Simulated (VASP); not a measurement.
# SnO in VASP: a series of runs

The runs below take SnO through single point, with PBE+D3(BJ).

All numbers are computed with VASP 6.6.1; they aren't measurements. Logs are shortened: lines on timing, memory, paths and dates and some standing lists are left out, and cuts for length are marked.

## Step 1: The cell of the first run

The cell holds a slab with vacuum, 8 atoms: a = 3.820 Å, b = 3.820 Å, c = 22.226 Å, α = 90.00°, β = 90.00°, γ = 90.00°.

## Step 2: Single point, PBE+D3(BJ)

File INCAR:

```
ALGO = Normal
DIPOL = 0.5 0.5 0.394
EDIFF = 1E-6
ENCUT = 520
GGA = PE
IDIPOL = 3
ISIF = 2
ISMEAR = 0
IVDW = 12
LASPH = True
LCHARG = False
LDIPOL = True
LREAL = False
LWAVE = False
NBANDS = 50
NELM = 80
PREC = Accurate
SIGMA = 0.05
```

File KPOINTS:

```
k-points
0
Gamma
  7 7 1
```

File POSCAR:

```
SnO
1.0
    3.8201636883      0.0000000000      0.0000000000
    0.0000000000      3.8201636883      0.0000000000
    0.0000000000      0.0000000000     22.2260802162
Sn O
4 4
Direct
    0.7500000000      0.2500000000      0.2024648501
    0.2500000000      0.7500000000      0.3087831971
    0.3750000000      0.8750000000      0.4797535150
    0.8750000000      0.3750000000      0.5860718620
    0.2500000000      0.2500000000      0.2556240236
    0.7500000000      0.7500000000      0.2556240236
    0.8750000000      0.8750000000      0.5329126885
    0.3750000000      0.3750000000      0.5329126885
```

Potentials or basis: VASP PAW PBE potentials, release 64 (Sn_d, O).

Run with:

```console
$ cat potpaw_PBE.64/Sn_d/POTCAR potpaw_PBE.64/O/POTCAR > POTCAR
$ mpirun -np 1 vasp_std > vasp.out
```

OUTCAR:

```text
EDIFF = 1E-6
   ENCUT = 520
   GGA = PE
   ISIF = 2
   ISMEAR = 0
   IVDW = 12
   LASPH = True
   LREAL = False
   NELM = 80
   PREC = Accurate
 IVDW          = 12

 ion  position               nearest neighbor table
   1  0.750  0.250  0.202-   5 2.25   6 2.25   6 2.25   5 2.25   2 3.59   2 3.59   2 3.59   2 3.59

   2  0.250  0.750  0.309-   5 2.25   6 2.25   5 2.25   6 2.25   1 3.59   1 3.59   1 3.59   1 3.59

   3  0.375  0.875  0.480-   7 2.25   8 2.25   8 2.25   7 2.25   4 3.59   4 3.59   4 3.59   4 3.59

   4  0.875  0.375  0.586-   7 2.25   8 2.25   7 2.25   8 2.25   3 3.59   3 3.59   3 3.59   3 3.59

   5  0.250  0.250  0.256-   1 2.25   2 2.25   2 2.25   1 2.25
   6  0.750  0.750  0.256-   1 2.25   2 2.25   1 2.25   2 2.25
   7  0.875  0.875  0.533-   3 2.25   4 2.25   4 2.25   3 2.25
   8  0.375  0.375  0.533-   3 2.25   4 2.25   3 2.25   4 2.25

  LATTYP: Found a simple tetragonal cell.
 ALAT       =     3.8201636883
 C/A-ratio  =     5.8180962989

  Lattice vectors:

 A1 = (   3.8201636883,   0.0000000000,   0.0000000000)
 A2 = (   0.0000000000,   3.8201636883,   0.0000000000)
 A3 = (   0.0000000000,   0.0000000000,  22.2260802162)

Analysis of symmetry for initial positions (statically):
=====================================================================
 Subroutine PRICEL returns:
 Original cell was already a primitive cell.

 Routine SETGRP: Setting up the symmetry group for a
 simple tetragonal supercell.

 Subroutine GETGRP returns: Found  4 space group operations
 (whereof  1 operations were pure point group operations)
 out of a pool of 16 trial point group operations.

The static configuration has the point symmetry C_1 .
 The point group associated with its full space group is C_2h.

Analysis of symmetry for dynamics (positions and initial velocities):
=====================================================================
 Subroutine PRICEL returns:
 Original cell was already a primitive cell.

 Routine SETGRP: Setting up the symmetry group for a
 simple tetragonal supercell.

 Subroutine GETGRP returns: Found  4 space group operations
 (whereof  1 operations were pure point group operations)
 out of a pool of 16 trial point group operations.

The dynamic configuration has the point symmetry C_1 .
 The point group associated with its full space group is C_2h.

 Subroutine INISYM returns: Found  4 space group operations
 (whereof  1 operations are pure point group operations),
 and found     1 'primitive' translations
[... 109 lines left out ...]
   NELECT =      80.0000    total number of electrons
   NUPDOWN=      -1.0000    fix difference up-down
   EMIN   =  10.00;   EMAX   =-10.00  energy-range for DOS
   EFERMI =   0.00;   METHOD = LEGACY
   ISMEAR =     0;   SIGMA  =   0.05  broadening in eV -4-tet -1-fermi 0-gaus
   EFERMI_NEDOS =   21; number of points for ismear=-14 and -15
   IALGO  =     38    algorithm
   IMIX   =      4    mixing-type and parameters
     AMIX     =   0.40;   BMIX     =  1.00
     AMIX_MAG =   1.60;   BMIX_MAG =  1.00
  volume/ion in A,a.u.               =      40.54       273.61
  Fermi-wavevector in a.u.,A,eV,Ry     =   1.026666  1.940118 14.341129  1.054043
  Thomas-Fermi vector in A             =   2.160571
   LORBIT       =      0    0 simple, 1 ext, 2 COOP (PROOUT), +10 PAW based schemes
   GGA     = PE    functional components
   LHFCALC =     F    Hartree Fock is set to
   AEXX    =    0.0000 exact exchange contribution
   IVDW    =    12    specifies the selected vdW correction
   LEPSILON=     F    determine dielectric tensor
   LRPA    =     F    only Hartree local field effects (RPA)
 non-spin polarized calculation
 Gauss-broadening in eV      SIGMA  =   0.05
  energy-cutoff  :      520.00
  volume of cell :      324.36
 maximum number of plane-waves:      8769
   NGX = 15   NGY = 15   NGZ = 83

 dipolmoment           0.000000      0.000000      0.000073 electrons x Angstroem

 number of electron      79.9999971 magnetization

 dipolmoment           0.000000      0.000000     -0.000002 electrons x Angstroem

 Free energy of the ion-electron system (eV)
  ---------------------------------------------------
  ext. energy  EPLUGINS =         0.00000000
  ---------------------------------------------------
  free energy    TOTEN  =       -45.05038215 eV

  energy without entropy =      -45.05038215  energy(sigma->0) =      -45.05038215

 E-fermi :   0.1948     XC(G=0):  -5.2618

 val. band max:       -0.0305533822   @ k =  -0.1429   0.1429   0.0000
 cond. band min:       2.0738430873   @ k =   0.4286   0.0000   0.0000
 fundamental gap:      2.1043964695
 Fermi energy:         0.1948030703

 k-point     1 :       0.0000    0.0000    0.0000
  band No.  band energies     occupation
      1     -21.0358      2.00000
      2     -21.0356      2.00000
      3     -20.6755      2.00000
      4     -20.6754      2.00000
      5     -20.6407      2.00000
      6     -20.6404      2.00000
[... 837 lines left out ...]
     49       5.8031      0.00000
     50       6.2370      0.00000

------------------------ aborting loop because EDIFF is reached ----------------------------------------

 vacuum level on the upper side and lower side of the slab       (xc-potential included)        -0.144        -0.144

 Edisp (eV)   -1.27275

 E8    (eV) :    -0.5625

  FORCE on cell =-STRESS in cart. coord.  units (eV):
  Direction    XX          YY          ZZ          XY          YZ          ZX
  --------------------------------------------------------------------------------------
  -------------------------------------------------------------------------------------
  Total       0.44050     0.44050     1.12728     0.04071     0.45933     0.45933
  in kB       2.17584     2.17584     5.56823     0.20109     2.26884     2.26884
  external pressure =        3.31 kB  Pullay stress =        0.00 kB

 VOLUME and BASIS-vectors are now :
 -----------------------------------------------------------------------------
  energy-cutoff  :      520.00
  volume of cell :      324.36
      direct lattice vectors                 reciprocal lattice vectors
     3.820163688  0.000000000  0.000000000     0.261768888  0.000000000  0.000000000
     0.000000000  3.820163688  0.000000000     0.000000000  0.261768888  0.000000000
     0.000000000  0.000000000 22.226080216     0.000000000  0.000000000  0.044992189

 POSITION                                       TOTAL-FORCE (eV/Angst)
 -----------------------------------------------------------------------------------
      2.86512      0.95504      4.50000        -0.008688     -0.008688     -0.079742
      0.95504      2.86512      6.86304        -0.058273     -0.058273     -0.134096
      1.43256      3.34264     10.66304         0.058273      0.058273      0.134096
      3.34264      1.43256     13.02608         0.008688      0.008688      0.079742
      0.95504      0.95504      5.68152         0.017507     -0.044029     -0.007429
      2.86512      2.86512      5.68152        -0.044029      0.017507     -0.007429
      3.34264      3.34264     11.84456         0.044029     -0.017507      0.007429
      1.43256      1.43256     11.84456        -0.017507      0.044029      0.007429
 -----------------------------------------------------------------------------------
    total drift:                               -0.000000     -0.000000     -0.000112

  FREE ENERGIE OF THE ION-ELECTRON SYSTEM (eV)
  ---------------------------------------------------
  free  energy   TOTEN  =       -46.3231313984 eV

  energy  without entropy=      -46.3231313984  energy(sigma->0) =      -46.32313140

 vacuum level on the upper side and lower side of the slab         4.823         4.824
```

OSZICAR:

```text
N       E                     dE             d eps       ncg     rms          rms(c)
DAV:   1     0.947213885213E+03    0.94721E+03   -0.38134E+04  1728   0.180E+03
DAV:   2     0.134118765658E+03   -0.81310E+03   -0.78009E+03  1792   0.501E+02
DAV:   3    -0.400158979481E+02   -0.17413E+03   -0.16963E+03  1982   0.220E+02
[... 14 lines left out ...]
DAV:  18    -0.450503228885E+02   -0.19057E-04   -0.37511E-06  1542   0.199E-02    0.293E-03
DAV:  19    -0.450503589561E+02   -0.36068E-04   -0.23046E-06  1294   0.143E-02    0.127E-03
DAV:  20    -0.450503781305E+02   -0.19174E-04   -0.11640E-06  1238   0.724E-03    0.181E-03
DAV:  21    -0.450503812912E+02   -0.31607E-05   -0.31213E-07  1154   0.369E-03    0.105E-03
DAV:  22    -0.450503821506E+02   -0.85934E-06   -0.18111E-07  1126   0.410E-03
   1 F= -.46323131E+02 E0= -.46323131E+02  d E =-.336247E-11
```

stdout:

```text
POSCAR found type information on POSCAR SnO
 POSCAR found :  2 types and       8 ions
 scaLAPACK will be used
 LDA part: xc-table for (Slater+PW92), standard interpolation
 POSCAR, INCAR and KPOINTS ok, starting setup
 FFT: planning ... GRIDC
 FFT: planning ... GRID_SOFT
 FFT: planning ... GRID
 WAVECAR not read
 entering main loop
```

It took 7 min on 1 thread of AMD EPYC 7R13 (Zen 3), shared host; peak memory 0.41 GiB.

What came out:

- Free energy: -46.3231 eV
- Largest force: 0.157 eV/Å
- Band gap on the k mesh: 2.10 eV, indirect (least direct gap 2.36 eV)
- Dispersion energy per atom: -0.159 eV

Forces in eV/Å, atoms in the order of the input:
```
Sn  -0.009 -0.009 -0.080
Sn  -0.058 -0.058 -0.134
Sn   0.058  0.058  0.134
Sn   0.009  0.009  0.080
O    0.018 -0.044 -0.007
O   -0.044  0.018 -0.007
O    0.044 -0.018  0.007
O   -0.018  0.044  0.007
```

Levels at points of the mesh, in eV from the valence-band top:
```
           k point  band 36  band 37  band 38  band 39  band 40  band 41  band 42  band 43  band 44  band 45
(0.00, 0.00, 0.00)    -2.09    -2.09    -2.09    -0.88    -0.06     2.39     2.71     2.72     3.94     4.74
```

Caveat: spin-orbit coupling is left out, which moves the levels of the heavy elements.

## Step 3: Single point, PBE+D3(BJ)

File INCAR:

```
SYSTEM = SnO
PREC = Accurate
ENCUT = 520
EDIFF = 1E-6
ISMEAR = 0
SIGMA = 0.05
LREAL = .FALSE.
LASPH = .TRUE.
NELM = 60
ALGO = Normal
ISIF = 2
LWAVE = .FALSE.
LCHARG = .TRUE.
LDIPOL = .TRUE.
IDIPOL = 3
DIPOL = 0.5 0.5 0.394
GGA = PE
IVDW = 12
LELF = .TRUE.
LVHAR = .TRUE.
LVACPOTAV = .TRUE.
NBANDS = 50
```

File KPOINTS:

```
Automatic mesh
0
G
  7 7 1
  0 0 0
```

File POSCAR:

```
SnO
1.0
    3.8201636883      0.0000000000      0.0000000000
    0.0000000000      3.8201636883      0.0000000000
    0.0000000000      0.0000000000     22.2260802162
Sn O
4 4
Direct
    0.7500000000      0.2500000000      0.2024648501
    0.2500000000      0.7500000000      0.3087831971
    0.6250000000      1.1250000000      0.4797535150
    1.1250000000      0.6250000000      0.5860718620
    0.2500000000      0.2500000000      0.2556240236
    0.7500000000      0.7500000000      0.2556240236
    1.1250000000      1.1250000000      0.5329126885
    0.6250000000      0.6250000000      0.5329126885
```

Potentials or basis: VASP PAW PBE potentials, release 64 (Sn_d, O).

Run with:

```console
$ cat potpaw_PBE.64/Sn_d/POTCAR potpaw_PBE.64/O/POTCAR > POTCAR
$ mpirun -np 1 vasp_std > vasp.out
```

It took 20 min on 1 thread of AMD EPYC 7R13 (Zen 3), shared host; peak memory 0.41 GiB.

Results (log left out):

```yaml
Free_energy: -46.4799 eV
Largest_force: 0.174 eV/Å
Band_gap_on_the_k_mesh: 2.40 eV, indirect (least direct gap 2.51 eV)
Dispersion_energy_per_atom: -0.160 eV
```

Forces in eV/Å, atoms in the order of the input:
```
Sn  -0.004 -0.004 -0.070
Sn  -0.020 -0.020  0.171
Sn   0.020  0.020 -0.171
Sn   0.004  0.004  0.070
O    0.009 -0.024  0.018
O   -0.024  0.009  0.018
O    0.024 -0.009 -0.018
O   -0.009  0.024 -0.018
```

Levels at points of the mesh, in eV from the valence-band top:
| k point | band 36 | band 37 | band 38 | band 39 | band 40 | band 41 | band 42 | band 43 | band 44 | band 45 |
| --- | --- | --- | --- | --- | --- | --- | --- | --- | --- | --- |
| (0.00, 0.00, 0.00) | -2.03 | -2.03 | -2.03 | -0.73 | -0.02 | 2.49 | 2.78 | 2.79 | 3.95 | 4.81 |

Caveat: spin-orbit coupling is left out, which moves the levels of the heavy elements.

## Step 4: Single point, PBE+D3(BJ)

File INCAR:

```
PREC     = Accurate       # precision mode
ENCUT    = 520            # plane-wave cutoff, eV
EDIFF    = 1E-6           # SCF threshold, eV
ISMEAR   = 0              # smearing method
SIGMA    = 0.05           # smearing width, eV
LREAL    = F              # projectors in reciprocal space
LASPH    = T              # aspherical terms in the spheres
NELM     = 100            # most SCF steps
ALGO     = Normal         # electronic algorithm
ISIF     = 2              # what is computed and relaxed
LWAVE    = F              # write WAVECAR
LCHARG   = T              # write CHGCAR
LDIPOL   = T            
IDIPOL   = 3            
DIPOL    = 0.5 0.5 0.394
GGA      = PE             # functional
IVDW     = 12             # dispersion correction
LELF     = T              # ELF
LVHAR    = T            
LVACPOTAV= T            
NBANDS   = 50             # bands
```

File KPOINTS:

```
regular mesh
0
Gamma
  7 7 1
```

File POSCAR:

```
SnO
1.0
    3.8201636883      0.0000000000      0.0000000000
    0.0000000000      3.8201636883      0.0000000000
    0.0000000000      0.0000000000     22.2260802162
Sn O
4 4
Direct
    0.7500000000      0.2500000000      0.2024648501
    0.2500000000      0.7500000000      0.3087831971
    0.5000000000      1.0000000000      0.4797535150
    1.0000000000      0.5000000000      0.5860718620
    0.2500000000      0.2500000000      0.2556240236
    0.7500000000      0.7500000000      0.2556240236
    1.0000000000      1.0000000000      0.5329126885
    0.5000000000      0.5000000000      0.5329126885
```

Potentials or basis: VASP PAW PBE potentials, release 64 (Sn_d, O).

Run with:

```console
$ cat potpaw_PBE.64/Sn_d/POTCAR potpaw_PBE.64/O/POTCAR > POTCAR
$ mpirun -np 1 vasp_std > vasp.out
```

OUTCAR:

```text
PREC = Accurate
   ENCUT = 520
   EDIFF = 1E-6
   ISMEAR = 0
   LREAL = F
   LASPH = T
   NELM = 100
   ISIF = 2
   GGA = PE
   IVDW = 12
 IVDW          = 12

 ion  position               nearest neighbor table
   1  0.750  0.250  0.202-   5 2.25   6 2.25   6 2.25   5 2.25   2 3.59   2 3.59   2 3.59   2 3.59

   2  0.250  0.750  0.309-   5 2.25   6 2.25   5 2.25   6 2.25   1 3.59   1 3.59   1 3.59   1 3.59

   3  0.500  0.000  0.480-   7 2.25   8 2.25   8 2.25   7 2.25   4 3.59   4 3.59   4 3.59   4 3.59

   4  0.000  0.500  0.586-   7 2.25   8 2.25   7 2.25   8 2.25   3 3.59   3 3.59   3 3.59   3 3.59

[... 1063 lines left out ...]
  Total       0.29973     0.29973     0.15405     0.06996     0.44924     0.44924
  in kB       1.48051     1.48051     0.76093     0.34555     2.21901     2.21901
  external pressure =        1.24 kB  Pullay stress =        0.00 kB

 VOLUME and BASIS-vectors are now :
 -----------------------------------------------------------------------------
  energy-cutoff  :      520.00
  volume of cell :      324.36
      direct lattice vectors                 reciprocal lattice vectors
     3.820163688  0.000000000  0.000000000     0.261768888  0.000000000  0.000000000
     0.000000000  3.820163688  0.000000000     0.000000000  0.261768888  0.000000000
     0.000000000  0.000000000 22.226080216     0.000000000  0.000000000  0.044992189

 POSITION                                       TOTAL-FORCE (eV/Angst)
 -----------------------------------------------------------------------------------
      2.86512      0.95504      4.50000        -0.008674     -0.008674     -0.074537
      0.95504      2.86512      6.86304        -0.051845     -0.051845      0.058148
      1.91008      0.00000     10.66304         0.051845      0.051845     -0.058148
      0.00000      1.91008     13.02608         0.008674      0.008674      0.074537
      0.95504      0.95504      5.68152         0.017537     -0.046411      0.008393
      2.86512      2.86512      5.68152        -0.046411      0.017537      0.008393
      0.00000      0.00000     11.84456         0.046411     -0.017537     -0.008393
      1.91008      1.91008     11.84456        -0.017537      0.046411     -0.008393
 -----------------------------------------------------------------------------------
    total drift:                               -0.000000     -0.000000     -0.000242

  FREE ENERGIE OF THE ION-ELECTRON SYSTEM (eV)
  ---------------------------------------------------
  free  energy   TOTEN  =       -46.4173990946 eV

  energy  without entropy=      -46.4173990946  energy(sigma->0) =      -46.41739909

 vacuum level on the upper side and lower side of the slab         4.932         4.932
```

OSZICAR:

```text
N       E                     dE             d eps       ncg     rms          rms(c)
DAV:   1     0.935912967962E+03    0.93591E+03   -0.38167E+04  1736   0.179E+03
DAV:   2     0.133077085620E+03   -0.80284E+03   -0.77348E+03  1768   0.497E+02
DAV:   3    -0.400019548226E+02   -0.17308E+03   -0.16787E+03  1964   0.219E+02
[... 14 lines left out ...]
DAV:  18    -0.451427713510E+02   -0.26182E-04   -0.35840E-06  1634   0.151E-02    0.404E-03
DAV:  19    -0.451428180783E+02   -0.46727E-04   -0.53501E-06  1532   0.197E-02    0.338E-03
DAV:  20    -0.451428296319E+02   -0.11554E-04   -0.88099E-07  1236   0.836E-03    0.232E-03
DAV:  21    -0.451428342574E+02   -0.46255E-05   -0.47543E-07  1164   0.414E-03    0.149E-03
DAV:  22    -0.451428349758E+02   -0.71839E-06   -0.21469E-07  1178   0.429E-03
   1 F= -.46417399E+02 E0= -.46417399E+02  d E =-.444344E-11
```

Run time: 8.4 min. Hardware: 1 thread of Oxide Virtual Turin-like, shared host; peak memory 0.41 GiB.

What came out:

```yaml
Free_energy: -46.4174 eV
Largest_force: 0.094 eV/Å
Band_gap_on_the_k_mesh: 2.31 eV, indirect (least direct gap 2.48 eV)
Dispersion_energy_per_atom: -0.159 eV
```

Forces on the atoms (eV/Å):
```
Sn  -0.009 -0.009 -0.075
Sn  -0.052 -0.052  0.058
Sn   0.052  0.052 -0.058
Sn   0.009  0.009  0.075
O    0.018 -0.046  0.008
O   -0.046  0.018  0.008
O    0.046 -0.018 -0.008
O   -0.018  0.046 -0.008
```

Caveat: spin-orbit coupling is left out, which moves the levels of the heavy elements.
